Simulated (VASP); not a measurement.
# Ta2H3 (P4/mbm) in VASP: a series of runs

Ta2H3 is run at these levels: PBE; tasks: single point.

Everything below comes from runs of VASP 6.6.1. Logs are shortened: lines on timing, memory, paths and dates and some standing lists are left out, and cuts for length are marked.

**1. The cell of the first run**

The structure is tetragonal, space group P4/mbm (No. 127). The conventional cell has a = 5.756 Å, b = 5.756 Å, c = 2.846 Å, α = 90.00°, β = 90.00°, γ = 90.00°. Ta (site symmetry m2m) has 8 H at 1.98 to 2.44 Å within 2.6 Å. H (site symmetry 4/m) has 4 Ta at 2.06 Å and 10 H at 2.71 to 2.85 Å within 2.9 Å. Within 2.5 Å of H (site symmetry m2m) lie 1 H at 1.91 Å and 6 Ta at 1.98 to 2.44 Å.

**2. Single point, PBE**

Input file INCAR:

```
PREC     = Accurate       # precision mode
ENCUT    = 520            # plane-wave cutoff, eV
EDIFF    = 1E-7           # SCF threshold, eV
ISMEAR   = 0              # smearing method
SIGMA    = 0.1            # smearing width, eV
LREAL    = F              # projectors in reciprocal space
LASPH    = T              # aspherical terms in the spheres
NELM     = 100            # most SCF steps
ALGO     = Normal         # electronic algorithm
ISIF     = 2              # what is computed and relaxed
LWAVE    = F              # write WAVECAR
LCHARG   = F              # write CHGCAR
GGA      = PE             # functional
NBANDS   = 36             # bands
```

Input file KPOINTS:

```
Automatic mesh
0
Gamma
  4 4 6
```

Input file POSCAR:

```
Ta2H3
1.0
    5.7562178110      0.0000000000      0.0000000000
    0.0000000000      5.7562178110      0.0000000000
    0.0000000000      0.0000000000      2.8464652159
Ta H
4 6
Direct
    0.2863421637      0.7863421637      0.0000000000
    0.2136578363      0.2863421637      0.0000000000
    0.7136578363      0.2136578363      0.0000000000
    0.7863421637      0.7136578363      0.0000000000
    0.0000000000      0.0000000000      0.0000000000
    0.5000000000      0.5000000000      0.0000000000
    0.1173946658      0.6173946658      0.5000000000
    0.3826053342      0.1173946658      0.5000000000
    0.8826053342      0.3826053342      0.5000000000
    0.6173946658      0.8826053342      0.5000000000
```

Potentials or basis: VASP PAW PBE potentials, release 64 (Ta_pv, H).

Command:

```
> cat potpaw_PBE.64/Ta_pv/POTCAR potpaw_PBE.64/H/POTCAR > POTCAR
> mpirun -np 1 vasp_std > vasp.out
```

OUTCAR:

```text
PREC = Accurate
   ENCUT = 520
   EDIFF = 1E-7
   ISMEAR = 0
   LREAL = F
   LASPH = T
   NELM = 100
   ISIF = 2
   GGA = PE

 ion  position               nearest neighbor table
   1  0.286  0.786  0.000-   7 1.98   7 1.98   5 2.06   6 2.06   2 2.91   4 2.91   2 2.91   4 2.91
                             3 3.48
   2  0.214  0.286  0.000-   8 1.98   8 1.98   5 2.06   6 2.06   1 2.91   3 2.91   1 2.91   3 2.91
                             4 3.48
   3  0.714  0.214  0.000-   9 1.98   9 1.98   5 2.06   6 2.06   2 2.91   4 2.91   4 2.91   2 2.91
                             1 3.48
   4  0.786  0.714  0.000-  10 1.98  10 1.98   5 2.06   6 2.06   1 2.91   3 2.91   3 2.91   1 2.91
                             2 3.48
   5  0.000  0.000  0.000-   1 2.06   2 2.06   3 2.06   4 2.06
   6  0.500  0.500  0.000-   1 2.06   2 2.06   3 2.06   4 2.06
   7  0.117  0.617  0.500-   1 1.98   1 1.98
   8  0.383  0.117  0.500-   2 1.98   2 1.98
   9  0.883  0.383  0.500-   3 1.98   3 1.98
  10  0.617  0.883  0.500-   4 1.98   4 1.98

  LATTYP: Found a simple tetragonal cell.
 ALAT       =     5.7562178110
 C/A-ratio  =     0.4945026942

  Lattice vectors:

 A1 = (   5.7562178110,   0.0000000000,   0.0000000000)
 A2 = (   0.0000000000,   5.7562178110,   0.0000000000)
 A3 = (   0.0000000000,   0.0000000000,   2.8464652159)

Analysis of symmetry for initial positions (statically):
=====================================================================
 Subroutine PRICEL returns:
 Original cell was already a primitive cell.

 Routine SETGRP: Setting up the symmetry group for a
 simple tetragonal supercell.

 Subroutine GETGRP returns: Found 16 space group operations
 (whereof  8 operations were pure point group operations)
 out of a pool of 16 trial point group operations.

The static configuration has the point symmetry C_4h.
 The point group associated with its full space group is D_4h.

Analysis of symmetry for dynamics (positions and initial velocities):
=====================================================================
 Subroutine PRICEL returns:
 Original cell was already a primitive cell.

 Routine SETGRP: Setting up the symmetry group for a
 simple tetragonal supercell.

 Subroutine GETGRP returns: Found 16 space group operations
 (whereof  8 operations were pure point group operations)
 out of a pool of 16 trial point group operations.

The dynamic configuration has the point symmetry C_4h.
 The point group associated with its full space group is D_4h.

 Subroutine INISYM returns: Found 16 space group operations
 (whereof  8 operations are pure point group operations),
 and found     1 'primitive' translations

----------------------------------------------------------------------------------------

                                     Primitive cell

  volume of cell :      94.3149

  direct lattice vectors                    reciprocal lattice vectors
     5.756217811  0.000000000  0.000000000     0.173725184  0.000000000  0.000000000
     0.000000000  5.756217811  0.000000000     0.000000000  0.173725184  0.000000000
     0.000000000  0.000000000  2.846465216     0.000000000  0.000000000  0.351312918

  length of vectors
     5.756217811  5.756217811  2.846465216     0.173725184  0.173725184  0.351312918

  position of ions in fractional coordinates (direct lattice)
     0.286342164  0.786342164  0.000000000
     0.213657836  0.286342164  0.000000000
     0.713657836  0.213657836  0.000000000
     0.786342164  0.713657836  0.000000000
     0.000000000  0.000000000  0.000000000
     0.500000000  0.500000000  0.000000000
     0.117394666  0.617394666  0.500000000
     0.382605334  0.117394666  0.500000000
     0.882605334  0.382605334  0.500000000
     0.617394666  0.882605334  0.500000000

  ion indices of the primitive-cell ions
   primitive index   ion index
                 1           1
                 2           2
                 3           3
                 4           4
                 5           5
                 6           6
                 7           7
                 8           8
                 9           9
                10          10

----------------------------------------------------------------------------------------

 KPOINTS: Automatic mesh

Automatic generation of k-mesh.
 Grid dimensions read from file:
 generate k-points for:    4    4    6

 Generating k-lattice:

  Cartesian coordinates                     Fractional coordinates (reciprocal lattice)
     0.043431296  0.000000000  0.000000000     0.250000000  0.000000000  0.000000000
     0.000000000  0.043431296  0.000000000     0.000000000  0.250000000  0.000000000
     0.000000000  0.000000000  0.058552153     0.000000000  0.000000000  0.166666667

  Length of vectors
     0.043431296  0.043431296  0.058552153

  Shift w.r.t. Gamma in fractional coordinates (k-lattice)
     0.000000000  0.000000000  0.000000000

 Subroutine IBZKPT returns following result:
 ===========================================

 Found     24 irreducible k-points:

 Following reciprocal coordinates:
            Coordinates               Weight
  0.000000  0.000000  0.000000      1.000000
  0.250000  0.000000  0.000000      4.000000
  0.500000  0.000000  0.000000      2.000000
  0.250000  0.250000  0.000000      4.000000
  0.500000  0.250000  0.000000      4.000000
  0.500000  0.500000  0.000000      1.000000
[... 16 lines left out ...]
  0.500000  0.250000  0.500000      4.000000
  0.500000  0.500000  0.500000      1.000000
   k-points           NKPTS =     24   k-points in BZ     NKDIM =     24   number of bands    NBANDS=     36
   number of dos      NEDOS =    301   number of ions     NIONS =     10
   total plane-waves  NPLWV =  55296
   dimension x,y,z NGX =    48 NGY =   48 NGZ =   24
   dimension x,y,z NGXF=    96 NGYF=   96 NGZF=   48
   ions per type =               4   6
   NGX,Y,Z   is equivalent  to a cutoff of  13.86, 13.86, 14.02 a.u.
   NGXF,Y,Z  is equivalent  to a cutoff of  27.73, 27.73, 28.03 a.u.
 SYSTEM =  unknown system
   PREC   = accura    normal or accurate (medium, high low for compatibility)
   ISTART =      0    job   : 0-new  1-cont  2-samecut
   ICHARG =      2    charge: 1-file 2-atom 10-const
   ISPIN  =      1    spin polarized calculation?
   LNONCOLLINEAR =      F non collinear calculations
   LSORBIT =      F    spin-orbit coupling
   LASPH  =      T    aspherical Exc in radial PAW
   ENCUT  =  520.0 eV  38.22 Ry    6.18 a.u.  10.70 10.70  5.29*2*pi/ulx,y,z
   NELM   =    100;   NELMIN=  2; NELMDL= -5     # of ELM steps
   EDIFF  = 0.1E-06   stopping-criterion for ELM
   LREAL  =      F    real-space projection
   EDIFFG = 0.1E-05   stopping-criterion for IOM
   NSW    =      0    number of steps for IOM
   IBRION =     -1    ionic relax: 0-MD 1-quasi-New 2-CG
   NFREE  =      0    steps in history (QN), initial steepest desc. (CG)
   ISIF   =      2    stress and relaxation
   ISYM   =      2    0-nonsym 1-usesym 2-fastsym
   POTIM  = 0.5000    time-step for ionic-motion
   TEBEG  =    0.0;   TEEND  =   0.0 temperature during run
   PSTRESS=    0.0 pullay stress
   NELECT =      50.0000    total number of electrons
   NUPDOWN=      -1.0000    fix difference up-down
   EMIN   =  10.00;   EMAX   =-10.00  energy-range for DOS
   EFERMI =   0.00;   METHOD = LEGACY
   ISMEAR =     0;   SIGMA  =   0.10  broadening in eV -4-tet -1-fermi 0-gaus
   EFERMI_NEDOS =   21; number of points for ismear=-14 and -15
   IALGO  =     38    algorithm
   IMIX   =      4    mixing-type and parameters
     AMIX     =   0.40;   BMIX     =  1.00
     AMIX_MAG =   1.60;   BMIX_MAG =  1.00
  volume/ion in A,a.u.               =       9.43        63.65
  Fermi-wavevector in a.u.,A,eV,Ry     =   1.324966  2.503823 23.885502  1.755535
  Thomas-Fermi vector in A             =   2.454462
   LORBIT       =      0    0 simple, 1 ext, 2 COOP (PROOUT), +10 PAW based schemes
   GGA     = PE    functional components
   LHFCALC =     F    Hartree Fock is set to
   AEXX    =    0.0000 exact exchange contribution
   IVDW    =     0    specifies the selected vdW correction
   LEPSILON=     F    determine dielectric tensor
   LRPA    =     F    only Hartree local field effects (RPA)
 non-spin polarized calculation
 Gauss-broadening in eV      SIGMA  =   0.10
  energy-cutoff  :      520.00
  volume of cell :       94.31
 maximum number of plane-waves:      2556
 NGX is ok and might be reduce to    48
   NGX = 21   NGY = 21   NGZ = 11

 number of electron      50.0000002 magnetization

 Free energy of the ion-electron system (eV)
  ---------------------------------------------------
  ext. energy  EPLUGINS =         0.00000000
  ---------------------------------------------------
  free energy    TOTEN  =       -64.40957038 eV

  energy without entropy =      -64.37890231  energy(sigma->0) =      -64.39423635

 E-fermi :   5.4679     XC(G=0): -11.9152

 val. band max:        5.4242622626   @ k =   0.2500   0.2500   0.5000
 cond. band min:       5.4755223045   @ k =   0.5000   0.2500   0.1667
 fundamental gap:      0.0512600419
 Fermi energy:         5.4678792712

 k-point     1 :       0.0000    0.0000    0.0000
  band No.  band energies     occupation
      1     -29.7140      2.00000
      2     -29.7121      2.00000
      3     -29.5987      2.00000
      4     -29.5987      2.00000
      5     -28.9669      2.00000
      6     -28.9669      2.00000
[... 28 lines left out ...]
     35       9.7898      0.00000
     36      10.1038      0.00000

 k-point     2 :       0.2500    0.0000    0.0000
  band No.  band energies     occupation
      1     -29.7094      2.00000
      2     -29.6206      2.00000
      3     -29.6110      2.00000
      4     -29.4918      2.00000
      5     -29.0897      2.00000
      6     -29.0317      2.00000
[... 28 lines left out ...]
     35       9.8150      0.00000
     36       9.9615      0.00000

 k-point     3 :       0.5000    0.0000    0.0000
  band No.  band energies     occupation
      1     -29.6702      2.00000
      2     -29.6702      2.00000
      3     -29.3572      2.00000
      4     -29.3572      2.00000
      5     -29.2594      2.00000
      6     -29.2594      2.00000
[... 28 lines left out ...]
     35       9.8733      0.00000
     36       9.8733      0.00000

 k-point     4 :       0.2500    0.2500    0.0000
  band No.  band energies     occupation
      1     -29.6235      2.00000
      2     -29.6189      2.00000
      3     -29.5071      2.00000
      4     -29.4955      2.00000
      5     -29.0995      2.00000
      6     -29.0923      2.00000
[... 28 lines left out ...]
     35       9.3529      0.00000
     36       9.6830      0.00000

 k-point     5 :       0.5000    0.2500    0.0000
  band No.  band energies     occupation
      1     -29.5821      2.00000
      2     -29.5821      2.00000
      3     -29.3436      2.00000
      4     -29.3436      2.00000
      5     -29.2759      2.00000
      6     -29.2759      2.00000
[... 655 lines left out ...]
 k-point    22 :       0.2500    0.2500    0.5000
  band No.  band energies     occupation
      1     -29.7808      2.00000
      2     -29.7062      2.00000
      3     -29.7023      2.00000
      4     -29.6387      2.00000
      5     -29.5095      2.00000
      6     -29.4940      2.00000
[... 28 lines left out ...]
     35       9.9985      0.00000
     36      10.6179      0.00000

 k-point    23 :       0.5000    0.2500    0.5000
  band No.  band energies     occupation
      1     -29.7429      2.00000
      2     -29.7429      2.00000
      3     -29.6715      2.00000
      4     -29.6715      2.00000
      5     -29.4656      2.00000
      6     -29.4656      2.00000
[... 28 lines left out ...]
     35       9.6447      0.00000
     36       9.6447      0.00000

 k-point    24 :       0.5000    0.5000    0.5000
  band No.  band energies     occupation
      1     -29.7112      2.00000
      2     -29.7112      2.00000
      3     -29.7035      2.00000
      4     -29.7035      2.00000
      5     -29.3211      2.00000
      6     -29.3211      2.00000
[... 28 lines left out ...]
     35       8.9153      0.00000
     36       8.9153      0.00000

------------------------ aborting loop because EDIFF is reached ----------------------------------------

  FORCE on cell =-STRESS in cart. coord.  units (eV):
  Direction    XX          YY          ZZ          XY          YZ          ZX
  --------------------------------------------------------------------------------------
  -------------------------------------------------------------------------------------
  Total        0.0834071      0.0834071     -0.1893127      0.0000000     -0.0000000      0.0000000
  in kB        1.4168807      1.4168807     -3.2159552      0.0000000     -0.0000000      0.0000000
  external PRESSURE =      -0.1273979 kB  Pullay stress =       0.0000000 kB

 VOLUME and BASIS-vectors are now :
 -----------------------------------------------------------------------------
  energy-cutoff  :      520.00
  volume of cell :       94.31
      direct lattice vectors                 reciprocal lattice vectors
     5.756217811  0.000000000  0.000000000     0.173725184  0.000000000  0.000000000
     0.000000000  5.756217811  0.000000000     0.000000000  0.173725184  0.000000000
     0.000000000  0.000000000  2.846465216     0.000000000  0.000000000  0.351312918

 POSITION                                       TOTAL-FORCE (eV/Angst)
 -----------------------------------------------------------------------------------
      1.64825      4.52636      0.00000         0.015410      0.015410      0.000000
      1.22986      1.64825      0.00000        -0.015410      0.015410     -0.000000
      4.10797      1.22986      0.00000        -0.015410     -0.015410     -0.000000
      4.52636      4.10797      0.00000         0.015410     -0.015410      0.000000
      0.00000      0.00000      0.00000        -0.000000      0.000000      0.000000
      2.87811      2.87811      0.00000        -0.000000      0.000000      0.000000
      0.67575      3.55386      1.42323         0.025221      0.025221     -0.000000
      2.20236      0.67575      1.42323        -0.025221      0.025221      0.000000
      5.08047      2.20236      1.42323        -0.025221     -0.025221      0.000000
      3.55386      5.08047      1.42323         0.025221     -0.025221     -0.000000
 -----------------------------------------------------------------------------------
    total drift:                                0.000000      0.000000      0.000000

  FREE ENERGIE OF THE ION-ELECTRON SYSTEM (eV)
  ---------------------------------------------------
  free  energy   TOTEN  =       -64.4095703835 eV

  energy  without entropy=      -64.3789023141  energy(sigma->0) =      -64.39423635
```

It took 55 s on 1 thread of AMD EPYC 9R45 (Zen 5), shared host; peak memory 0.22 GiB.

What came out:

```
Free energy            : -64.4096 eV
Pressure               : 0.0 GPa
Largest force          : 0.036 eV/Å
Band gap on the k mesh : zero (bands 25 and 26 overlap by 1.36 eV)
```

Forces in eV/Å, atoms in the order of the input:
```
Ta   0.015  0.015  0.000
Ta  -0.015  0.015  0.000
Ta  -0.015 -0.015  0.000
Ta   0.015 -0.015  0.000
H    0.000  0.000  0.000
H    0.000  0.000  0.000
H    0.025  0.025  0.000
H   -0.025  0.025  0.000
H   -0.025 -0.025  0.000
H    0.025 -0.025  0.000
```

Caveat: the k points lie up to 0.37 Å⁻¹ apart, too coarse for converged energies and pressures of a metal; spin-orbit coupling is left out, which moves the levels of the heavy elements.

**3. Single point, PBE**

This run uses another cell than the first one, of 11.04 Å³/atom.

Input file INCAR:

```
SYSTEM = Ta2H3
PREC     = Accurate       ! precision mode
ENCUT    = 520            ! plane-wave cutoff, eV
EDIFF    = 1E-6           ! SCF threshold, eV
ISMEAR   = 0              ! smearing method
SIGMA    = 0.1            ! smearing width, eV
LREAL    = .False.        ! projectors in reciprocal space
LASPH    = .True.         ! aspherical terms in the spheres
NELM     = 100            ! most SCF steps
ALGO     = Normal         ! electronic algorithm
ISIF     = 2              ! what is computed and relaxed
LWAVE    = .False.        ! write WAVECAR
LCHARG   = .True.         ! write CHGCAR
GGA      = PE             ! functional
LELF     = .True.         ! ELF
LVHAR    = .True.       
NBANDS   = 36             ! bands
```

Input file KPOINTS:

```
Automatic mesh
0
Gamma
  4 4 6
  0 0 0
```

Input file POSCAR:

```
Ta2H3
1.0
    5.9354973063      0.0000000000      0.0000000000
    0.0000000000      5.9354973063      0.0000000000
    0.0000000000      0.0000000000      3.1339425777
Ta H
4 6
Direct
    0.3827000000      0.8827000000      0.0000000000
    0.1173000000      0.3827000000      0.0000000000
    0.6173000000      0.1173000000      0.0000000000
    0.8827000000      0.6173000000      0.0000000000
    0.0000000000      0.0000000000      0.0000000000
    0.5000000000      0.5000000000      0.0000000000
    0.1768000000      0.6768000000      0.5000000000
    0.3232000000      0.1768000000      0.5000000000
    0.8232000000      0.3232000000      0.5000000000
    0.6768000000      0.8232000000      0.5000000000
```

Potentials or basis: VASP PAW PBE potentials, release 64 (Ta_pv, H).

Command:

```
> cat potpaw_PBE.64/Ta_pv/POTCAR potpaw_PBE.64/H/POTCAR > POTCAR
> mpirun -np 1 vasp_std > vasp.out
```

Wall time 52 s (1 thread of AMD EPYC 9R45 (Zen 5), shared host); peak memory 0.23 GiB.

Results (log left out):

```
Free energy            : -53.7231 eV
Pressure               : 13.0 GPa
Largest force          : 15.481 eV/Å
Band gap on the k mesh : zero (bands 25 and 26 overlap by 1.70 eV)
```

Forces in eV/Å, atoms in the order of the input:
```
Ta  -10.947 -10.947   0.000
Ta   10.947 -10.947   0.000
Ta   10.947  10.947   0.000
Ta  -10.947  10.947   0.000
H     0.000   0.000   0.000
H     0.000   0.000   0.000
H    -0.063  -0.063   0.000
H     0.063  -0.063   0.000
H     0.063   0.063   0.000
H    -0.063   0.063   0.000
```

Stress tensor (GPa, compression positive):
```
22.98  0.00  0.00
 0.00 22.98  0.00
 0.00  0.00 -7.09
```

Levels at points of the mesh, in eV from the Fermi level:
```
           k point  band 21  band 22  band 23  band 24  band 25  band 26  band 27  band 28
(0.00, 0.00, 0.00)    -1.77    -1.51    -0.98    -0.89    -0.58    -0.58     0.58     0.93
(0.50, 0.00, 0.00)    -1.29    -1.29    -1.02    -1.02    -0.67    -0.67     0.67     0.67
(0.50, 0.50, 0.00)    -1.21    -1.21    -0.87    -0.87     0.82     0.82     0.94     0.94
(0.00, 0.00, 0.50)    -2.75    -2.72    -1.27    -0.27     1.03     1.03     1.81     2.18
(0.50, 0.00, 0.50)    -1.64    -1.64    -1.30    -1.30     0.09     0.09     0.15     0.15
(0.50, 0.50, 0.50)    -2.20    -2.20    -1.18    -1.18     0.61     0.61     1.48     1.48
```

Caveat: atoms lie so close that the PAW spheres overlap strongly, which falsifies energies and pressures; the stress differs along the axes, from -7 to 23 GPa; spin-orbit coupling is left out, which moves the levels of the heavy elements; forces of over 1 eV/Å act on the atoms, so gaps and moduli don't describe the material at rest.

The gap in the log of VASP goes by the Fermi energy; the results here count the filled bands.